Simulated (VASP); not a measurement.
# LuHfO (P4/mmm) in VASP: a series of runs

The runs below take LuHfO through single point, relaxation of cell and atoms, with PBE.

Everything below comes from runs of VASP 6.6.1. Logs are shortened: lines on timing, memory, paths and dates and some standing lists are left out, and cuts for length are marked.

**1. The cell of the first run**

The structure is tetragonal, space group P4/mmm (No. 123). The conventional cell has a = 3.614 Å, b = 3.614 Å, c = 3.681 Å, α = 90.00°, β = 90.00°, γ = 90.00°. Within 3.4 Å of Lu (site symmetry 4/mmm) lie 4 O at 2.56 Å and 8 Hf at 3.15 Å. Hf (site symmetry 4/mmm) has 2 O at 1.84 Å within 2.4 Å. Within 2.4 Å of O (site symmetry 4/mmm) lie 2 Hf at 1.84 Å.

The cell was built from a structure type or drawn by symmetry, and may not be a known phase.

**2. Single point, PBE**

Input file INCAR:

```
SYSTEM = LuHfO
PREC = Accurate
ENCUT = 520
EDIFF = 1E-7
ISMEAR = 0
SIGMA = 0.1
LREAL = .FALSE.
LASPH = .TRUE.
NELM = 100
ALGO = Normal
ISIF = 2
LWAVE = .FALSE.
LCHARG = .FALSE.
GGA = PE
NBANDS = 28
```

Input file KPOINTS:

```
regular mesh
0
G
  6 6 6
  0 0 0
```

Input file POSCAR:

```
LuHfO
1.0
    3.6141066100      0.0000000000      0.0000000000
    0.0000000000      3.6141066100      0.0000000000
    0.0000000000      0.0000000000      3.6811202600
Lu Hf O
1 1 1
Direct
    0.0000000000      0.0000000000      0.0000000000
    0.5000000000      0.5000000000      0.5000000000
    0.5000000000      0.5000000000      0.0000000000
```

Potentials or basis: VASP PAW PBE potentials, release 64 (Lu, Hf_pv, O).

Launch:

```console
$ cat potpaw_PBE.64/Lu/POTCAR potpaw_PBE.64/Hf_pv/POTCAR potpaw_PBE.64/O/POTCAR > POTCAR
$ mpirun -np 1 vasp_std > vasp.out
```

OUTCAR:

```text
SYSTEM = LuHfO
   PREC = Accurate
   ENCUT = 520
   EDIFF = 1E-7
   ISMEAR = 0
   LREAL = .FALSE.
   LASPH = .TRUE.
   NELM = 100
   ISIF = 2
   GGA = PE

 ion  position               nearest neighbor table
   1  0.000  0.000  0.000-   3 2.56   3 2.56   3 2.56   3 2.56   2 3.15   2 3.15   2 3.15   2 3.15
                             2 3.15   2 3.15   2 3.15   2 3.15
   2  0.500  0.500  0.500-   3 1.84   3 1.84   1 3.15   1 3.15   1 3.15   1 3.15   1 3.15   1 3.15
                             1 3.15   1 3.15
   3  0.500  0.500  0.000-   2 1.84   2 1.84   1 2.56   1 2.56   1 2.56   1 2.56

  LATTYP: Found a simple tetragonal cell.
 ALAT       =     3.6141066100
 C/A-ratio  =     1.0185422449

  Lattice vectors:

 A1 = (   3.6141066100,   0.0000000000,   0.0000000000)
 A2 = (   0.0000000000,   3.6141066100,   0.0000000000)
 A3 = (   0.0000000000,   0.0000000000,   3.6811202600)

Analysis of symmetry for initial positions (statically):
=====================================================================
 Subroutine PRICEL returns:
 Original cell was already a primitive cell.

 Routine SETGRP: Setting up the symmetry group for a
 simple tetragonal supercell.

 Subroutine GETGRP returns: Found 16 space group operations
 (whereof 16 operations were pure point group operations)
 out of a pool of 16 trial point group operations.

The static configuration has the point symmetry D_4h.

Analysis of symmetry for dynamics (positions and initial velocities):
=====================================================================
 Subroutine PRICEL returns:
 Original cell was already a primitive cell.

 Routine SETGRP: Setting up the symmetry group for a
 simple tetragonal supercell.

 Subroutine GETGRP returns: Found 16 space group operations
 (whereof 16 operations were pure point group operations)
 out of a pool of 16 trial point group operations.

The dynamic configuration has the point symmetry D_4h.

 Subroutine INISYM returns: Found 16 space group operations
 (whereof 16 operations are pure point group operations),
 and found     1 'primitive' translations

----------------------------------------------------------------------------------------

                                     Primitive cell

  volume of cell :      48.0819

  direct lattice vectors                    reciprocal lattice vectors
     3.614106610  0.000000000  0.000000000     0.276693553  0.000000000  0.000000000
     0.000000000  3.614106610  0.000000000     0.000000000  0.276693553  0.000000000
     0.000000000  0.000000000  3.681120260     0.000000000  0.000000000  0.271656433

  length of vectors
     3.614106610  3.614106610  3.681120260     0.276693553  0.276693553  0.271656433

  position of ions in fractional coordinates (direct lattice)
     0.000000000  0.000000000  0.000000000
     0.500000000  0.500000000  0.500000000
     0.500000000  0.500000000  0.000000000

  ion indices of the primitive-cell ions
   primitive index   ion index
                 1           1
                 2           2
                 3           3

----------------------------------------------------------------------------------------

 KPOINTS: regular mesh

Automatic generation of k-mesh.
 Grid dimensions read from file:
 generate k-points for:    6    6    6

 Generating k-lattice:

  Cartesian coordinates                     Fractional coordinates (reciprocal lattice)
     0.046115592  0.000000000  0.000000000     0.166666667  0.000000000  0.000000000
     0.000000000  0.046115592  0.000000000     0.000000000  0.166666667  0.000000000
     0.000000000  0.000000000  0.045276072     0.000000000  0.000000000  0.166666667

  Length of vectors
     0.046115592  0.046115592  0.045276072

  Shift w.r.t. Gamma in fractional coordinates (k-lattice)
     0.000000000  0.000000000  0.000000000

 Subroutine IBZKPT returns following result:
 ===========================================

 Found     40 irreducible k-points:

 Following reciprocal coordinates:
            Coordinates               Weight
  0.000000  0.000000  0.000000      1.000000
  0.166667  0.000000  0.000000      4.000000
  0.333333  0.000000  0.000000      4.000000
  0.500000  0.000000  0.000000      2.000000
  0.166667  0.166667  0.000000      4.000000
  0.333333  0.166667  0.000000      8.000000
[... 16 lines left out ...]
  0.333333  0.000000  0.333333      8.000000
  0.500000  0.000000  0.333333      4.000000
 [... further k-points ...]
   k-points           NKPTS =     40   k-points in BZ     NKDIM =     40   number of bands    NBANDS=     28
   number of dos      NEDOS =    301   number of ions     NIONS =      3
   total plane-waves  NPLWV =  21952
   dimension x,y,z NGX =    28 NGY =   28 NGZ =   28
   dimension x,y,z NGXF=    56 NGYF=   56 NGZF=   56
   ions per type =               1   1   1
   NGX,Y,Z   is equivalent  to a cutoff of  12.88, 12.88, 12.65 a.u.
   NGXF,Y,Z  is equivalent  to a cutoff of  25.76, 25.76, 25.29 a.u.
 SYSTEM =  LuHfO
   PREC   = accura    normal or accurate (medium, high low for compatibility)
   ISTART =      0    job   : 0-new  1-cont  2-samecut
   ICHARG =      2    charge: 1-file 2-atom 10-const
   ISPIN  =      1    spin polarized calculation?
   LNONCOLLINEAR =      F non collinear calculations
   LSORBIT =      F    spin-orbit coupling
   LASPH  =      T    aspherical Exc in radial PAW
   ENCUT  =  520.0 eV  38.22 Ry    6.18 a.u.   6.72  6.72  6.84*2*pi/ulx,y,z
   NELM   =    100;   NELMIN=  2; NELMDL= -5     # of ELM steps
   EDIFF  = 0.1E-06   stopping-criterion for ELM
   LREAL  =      F    real-space projection
   EDIFFG = 0.1E-05   stopping-criterion for IOM
   NSW    =      0    number of steps for IOM
   IBRION =     -1    ionic relax: 0-MD 1-quasi-New 2-CG
   NFREE  =      0    steps in history (QN), initial steepest desc. (CG)
   ISIF   =      2    stress and relaxation
   ISYM   =      2    0-nonsym 1-usesym 2-fastsym
   POTIM  = 0.5000    time-step for ionic-motion
   TEBEG  =    0.0;   TEEND  =   0.0 temperature during run
   PSTRESS=    0.0 pullay stress
   NELECT =      41.0000    total number of electrons
   NUPDOWN=      -1.0000    fix difference up-down
   EMIN   =  10.00;   EMAX   =-10.00  energy-range for DOS
   EFERMI =   0.00;   METHOD = LEGACY
   ISMEAR =     0;   SIGMA  =   0.10  broadening in eV -4-tet -1-fermi 0-gaus
   EFERMI_NEDOS =   21; number of points for ismear=-14 and -15
   IALGO  =     38    algorithm
   IMIX   =      4    mixing-type and parameters
     AMIX     =   0.40;   BMIX     =  1.00
     AMIX_MAG =   1.60;   BMIX_MAG =  1.00
  volume/ion in A,a.u.               =      16.03       108.16
  Fermi-wavevector in a.u.,A,eV,Ry     =   1.552418  2.933646 32.790084  2.410003
  Thomas-Fermi vector in A             =   2.656797
   LORBIT       =      0    0 simple, 1 ext, 2 COOP (PROOUT), +10 PAW based schemes
   GGA     = PE    functional components
   LHFCALC =     F    Hartree Fock is set to
   AEXX    =    0.0000 exact exchange contribution
   IVDW    =     0    specifies the selected vdW correction
   LEPSILON=     F    determine dielectric tensor
   LRPA    =     F    only Hartree local field effects (RPA)
 non-spin polarized calculation
 Gauss-broadening in eV      SIGMA  =   0.10
  energy-cutoff  :      520.00
  volume of cell :       48.08
 maximum number of plane-waves:      1328
 NGX is ok and might be reduce to    28
   NGX = 13   NGY = 13   NGZ = 13

 number of electron      41.0000005 magnetization

 Free energy of the ion-electron system (eV)
  ---------------------------------------------------
  ext. energy  EPLUGINS =         0.00000000
  ---------------------------------------------------
  free energy    TOTEN  =       -22.65423266 eV

  energy without entropy =      -22.64252023  energy(sigma->0) =      -22.64837645

 E-fermi :   5.4240     XC(G=0): -11.9841

 val. band max:        5.4133896469   @ k =   0.3333   0.1667   0.5000
 cond. band min:       5.4560539891   @ k =   0.3333   0.3333   0.0000
 fundamental gap:      0.0426643422
 Fermi energy:         5.4239612733

 k-point     1 :       0.0000    0.0000    0.0000
  band No.  band energies     occupation
      1     -50.9865      2.00000
      2     -25.9570      2.00000
      3     -24.9423      2.00000
      4     -24.9423      2.00000
      5     -21.7644      2.00000
      6     -21.7644      2.00000
[... 20 lines left out ...]
     27      11.9227      0.00000
     28      11.9227      0.00000

 k-point     2 :       0.1667    0.0000    0.0000
  band No.  band energies     occupation
      1     -50.9850      2.00000
      2     -25.9508      2.00000
      3     -24.9680      2.00000
      4     -24.9345      2.00000
      5     -21.8592      2.00000
      6     -21.7656      2.00000
[... 20 lines left out ...]
     27      11.0657      0.00000
     28      11.3935      0.00000

 k-point     3 :       0.3333    0.0000    0.0000
  band No.  band energies     occupation
      1     -50.9821      2.00000
      2     -25.9385      2.00000
      3     -25.0189      2.00000
      4     -24.9189      2.00000
      5     -22.0387      2.00000
      6     -21.7682      2.00000
[... 20 lines left out ...]
     27      10.2359      0.00000
     28      10.6973      0.00000

 k-point     4 :       0.5000    0.0000    0.0000
  band No.  band energies     occupation
      1     -50.9806      2.00000
      2     -25.9324      2.00000
      3     -25.0441      2.00000
      4     -24.9111      2.00000
      5     -22.1240      2.00000
      6     -21.7696      2.00000
[... 578 lines left out ...]
     27       9.8462      0.00000
     28      11.6557      0.00000

 k-point    23 :       0.3333    0.0000    0.3333
  band No.  band energies     occupation
      1     -50.9791      2.00000
      2     -26.5370      2.00000
      3     -25.0126      2.00000
      4     -24.8936      2.00000
      5     -21.9146      2.00000
      6     -21.7645      2.00000
[... 20 lines left out ...]
     27      10.1941      0.00000
     28      12.5413      0.00000

 k-point    24 :       0.5000    0.0000    0.3333
  band No.  band energies     occupation
      1     -50.9775      2.00000
      2     -26.5440      2.00000
      3     -25.0474      2.00000
      4     -24.8895      2.00000
      5     -21.9552      2.00000
      6     -21.7584      2.00000
[... 20 lines left out ...]
     27      11.4881      0.00000
     28      11.7934      0.00000

 [... further k-points ...]

------------------------ aborting loop because EDIFF is reached ----------------------------------------

  FORCE on cell =-STRESS in cart. coord.  units (eV):
  Direction    XX          YY          ZZ          XY          YZ          ZX
  --------------------------------------------------------------------------------------
  -------------------------------------------------------------------------------------
  Total        1.5063383      1.5063383     30.0458097      0.0000000      0.0000000     -0.0000000
  in kB       50.1939262     50.1939262   1001.1809320      0.0000000      0.0000000     -0.0000000
  external PRESSURE =     367.1895948 kB  Pullay stress =       0.0000000 kB

 VOLUME and BASIS-vectors are now :
 -----------------------------------------------------------------------------
  energy-cutoff  :      520.00
  volume of cell :       48.08
      direct lattice vectors                 reciprocal lattice vectors
     3.614106610  0.000000000  0.000000000     0.276693553  0.000000000  0.000000000
     0.000000000  3.614106610  0.000000000     0.000000000  0.276693553  0.000000000
     0.000000000  0.000000000  3.681120260     0.000000000  0.000000000  0.271656433

 POSITION                                       TOTAL-FORCE (eV/Angst)
 -----------------------------------------------------------------------------------
      0.00000      0.00000      0.00000         0.000000      0.000000      0.000000
      1.80705      1.80705      1.84056         0.000000      0.000000      0.000000
      1.80705      1.80705      0.00000         0.000000      0.000000      0.000000
 -----------------------------------------------------------------------------------
    total drift:                                0.000000      0.000000     -0.000000

  FREE ENERGIE OF THE ION-ELECTRON SYSTEM (eV)
  ---------------------------------------------------
  free  energy   TOTEN  =       -22.6542326623 eV

  energy  without entropy=      -22.6425202304  energy(sigma->0) =      -22.64837645
```

Wall time 72 s (1 thread of AMD EPYC 9R45 (Zen 5), shared host); peak memory 0.18 GiB.

What came out:

- Free energy: -22.6542 eV
- Pressure: 36.7 GPa
- Band gap on the k mesh: zero (an odd number of electrons rules out a gap without spin polarisation)

Stress tensor (GPa, compression positive):
```
  5.02   0.00   0.00
  0.00   5.02   0.00
  0.00   0.00 100.12
```

Levels at points of the mesh, in eV from the Fermi level:
```csv
k point,band 17,band 18,band 19,band 20,band 21,band 22,band 23,band 24
"(0.00, 0.00, 0.00)",-5.02,-5.02,-4.16,-2.97,0.78,0.78,1.23,1.38
"(0.50, 0.00, 0.00)",-5.12,-4.27,-2.30,-1.81,0.52,1.49,2.10,2.18
"(0.50, 0.50, 0.00)",-5.10,-4.08,-3.13,-1.22,-1.22,1.37,2.69,2.69
"(0.00, 0.00, 0.50)",-5.09,-5.09,-3.50,-0.69,-0.65,-0.40,2.06,2.06
"(0.50, 0.00, 0.50)",-5.13,-5.12,-3.31,-0.38,0.72,1.89,4.01,4.06
"(0.50, 0.50, 0.50)",-5.12,-5.12,-0.79,-0.79,-0.70,3.01,4.10,4.10
```

Caveat: the cell stands under pressure; spin-orbit coupling is left out, which moves the levels of the heavy elements; an odd number of electrons without spin polarisation forces a metal; a magnetic or distorted state may lie lower.

**3. Single point, PBE**

This run uses another cell than the first one, of 16.77 Å³/atom.

Input file INCAR:

```
SYSTEM = LuHfO
  PREC = Accurate
  ENCUT = 520
  EDIFF = 1E-7
  ISMEAR = 0
  SIGMA = 0.1
  LREAL = .False.
  LASPH = .True.
  NELM = 60
  ALGO = Normal
  ISIF = 2
  LWAVE = .False.
  LCHARG = .False.
  GGA = PE
  NBANDS = 28
```

Input file KPOINTS:

```
regular mesh
0
Gamma
  6 6 6
  0 0 0
```

Input file POSCAR:

```
LuHfO
1.0
    3.3911513217      0.0000000000      0.0000000000
    0.0000000000      3.3911513217      0.0000000000
    0.0000000000      0.0000000000      4.3741220747
Lu Hf O
1 1 1
Direct
    0.0000000000      0.0000000000      0.0000000000
    0.5000000000      0.5000000000      0.5000000000
    0.5000000000      0.5000000000      0.0000000000
```

Potentials or basis: VASP PAW PBE potentials, release 64 (Lu, Hf_pv, O).

Launch:

```console
$ cat potpaw_PBE.64/Lu/POTCAR potpaw_PBE.64/Hf_pv/POTCAR potpaw_PBE.64/O/POTCAR > POTCAR
$ mpirun -np 1 vasp_std > vasp.out
```

Wall time 95 s (1 thread of AMD EPYC 9R45 (Zen 5), shared host); peak memory 0.19 GiB.

Results (log left out):

```
Free energy            : -24.5817 eV
Pressure               : -0.2 GPa
Band gap on the k mesh : zero (an odd number of electrons rules out a gap without spin polarisation)
```

Stress tensor (GPa, compression positive):
```
 0.34  0.00  0.00
 0.00  0.34  0.00
 0.00  0.00 -1.30
```

Levels at points of the mesh, in eV from the Fermi level:
| k point | band 17 | band 18 | band 19 | band 20 | band 21 | band 22 | band 23 | band 24 | band 25 | band 26 |
| --- | --- | --- | --- | --- | --- | --- | --- | --- | --- | --- |
| (0.00, 0.00, 0.00) | -4.82 | -4.45 | -4.45 | -2.20 | 0.90 | 0.90 | 1.97 | 2.16 | 3.03 | 4.27 |
| (0.50, 0.00, 0.00) | -4.97 | -4.95 | -1.87 | -1.31 | -0.36 | 2.01 | 2.04 | 2.54 | 3.38 | 4.16 |
| (0.50, 0.50, 0.00) | -4.89 | -4.73 | -2.75 | -1.96 | -1.96 | 3.47 | 3.47 | 3.72 | 4.99 | 5.42 |
| (0.00, 0.00, 0.50) | -4.56 | -4.56 | -3.67 | -0.63 | -0.57 | -0.27 | 3.04 | 3.04 | 3.61 | 3.61 |
| (0.50, 0.00, 0.50) | -4.96 | -4.96 | -2.40 | 0.16 | 0.32 | 0.80 | 3.74 | 3.83 | 4.52 | 4.63 |
| (0.50, 0.50, 0.50) | -4.94 | -4.91 | -1.23 | -0.48 | -0.48 | 1.81 | 1.81 | 3.49 | 4.48 | 5.45 |

Caveat: spin-orbit coupling is left out, which moves the levels of the heavy elements; an odd number of electrons without spin polarisation forces a metal; a magnetic or distorted state may lie lower.

**4. Relaxation of cell and atoms, PBE**

Input file INCAR:

```
PREC     = Accurate       # precision mode
ENCUT    = 600            # plane-wave cutoff, eV
EDIFF    = 1E-6           # SCF threshold, eV
ISMEAR   = 0              # smearing method
SIGMA    = 0.1            # smearing width, eV
LREAL    = F              # projectors in reciprocal space
LASPH    = T              # aspherical terms in the spheres
NELM     = 80             # most SCF steps
ALGO     = Normal         # electronic algorithm
ISIF     = 3              # what is computed and relaxed
LWAVE    = F              # write WAVECAR
LCHARG   = F              # write CHGCAR
GGA      = PE             # functional
IBRION   = 2              # ionic algorithm
NSW      = 90             # ionic steps
EDIFFG   = -0.04          # ionic threshold
```

Input file KPOINTS:

```
regular mesh
0
Gamma
  6 6 6
```

Input file POSCAR:

```
LuHfO
1.0
    3.6141066100      0.0000000000      0.0000000000
    0.0000000000      3.6141066100      0.0000000000
    0.0000000000      0.0000000000      3.6811202600
Lu Hf O
1 1 1
Direct
    0.0000000000      0.0000000000      0.0000000000
    0.5000000000      0.5000000000      0.5000000000
    0.5000000000      0.5000000000      0.0000000000
```

Launch:

```console
$ cat potpaw_PBE.64/Lu/POTCAR potpaw_PBE.64/Hf_pv/POTCAR potpaw_PBE.64/O/POTCAR > POTCAR
$ mpirun -np 1 vasp_std > vasp.out
```

It took 9.5 min on 1 thread of AMD EPYC 9R45 (Zen 5), shared host; peak memory 0.21 GiB.

The run converged. Its results:

* Free energy: -24.5822 eV
* Relaxed volume: 16.74 Å³/atom
* Relaxed cell: a = 3.399 Å, b = 3.399 Å, c = 4.346 Å, α = 90.00°, β = 90.00°, γ = 90.00°
* Space group after relaxing (to 0.1 Å): P4/mmm (No. 123)
* Energy gained by relaxing: 641.3 meV/atom
* Ionic steps: 10
* Pressure after relaxing: 0.2 GPa
* Band gap on the k mesh: zero (an odd number of electrons rules out a gap without spin polarisation)

Stress tensor (GPa, compression positive):
```
0.23 0.00 0.00
0.00 0.23 0.00
0.00 0.00 0.06
```

The path:
```tsv
step	energy change (eV)	largest force (eV/Å)	pressure (GPa)	volume (Å³)
1	0.0000	0.0000	36.66	48.08
2	0.8201	0.0000	-24.34	74.76
3	-1.6154	0.0000	-10.70	57.60
4	-1.6660	0.0000	-8.05	56.51
5	-1.6804	0.0000	-5.40	55.55
6	-1.8785	0.0000	-1.34	51.70
7	-1.9108	0.0000	2.07	49.88
8	-1.9109	0.0000	2.37	49.72
9	-1.9180	0.0000	-1.16	50.57
10	-1.9238	0.0000	0.17	50.22
```

Final structure:
```
Lu Hf O
1.0
     3.39925    0.00000    0.00000
     0.00000    3.39925    0.00000
     0.00000    0.00000    4.34611
Lu Hf O
1 1 1
Direct
  0.00000 0.00000 0.00000
  0.50000 0.50000 0.50000
  0.50000 0.50000 0.00000
```

Levels at points of the mesh, in eV from the Fermi level:
```csv
k point,band 19,band 20,band 21,band 22,band 23,band 24
"(0.00, 0.00, 0.00)",-4.49,-2.25,0.87,0.87,2.01,2.13
"(0.50, 0.00, 0.00)",-1.90,-1.33,-0.35,1.98,2.00,2.50
"(0.50, 0.50, 0.00)",-2.78,-1.97,-1.97,3.43,3.43,3.66
"(0.00, 0.00, 0.50)",-3.69,-0.65,-0.59,-0.28,2.99,2.99
"(0.50, 0.00, 0.50)",-2.45,0.22,0.31,0.74,3.70,3.84
"(0.50, 0.50, 0.50)",-1.23,-0.51,-0.51,1.86,1.86,3.53
```

Caveat: a cell axis changed by over 15 % at a fixed basis, so the end point is rough; spin-orbit coupling is left out, which moves the levels of the heavy elements; an odd number of electrons without spin polarisation forces a metal; a magnetic or distorted state may lie lower.

(Part 1 of 2 ends here.)
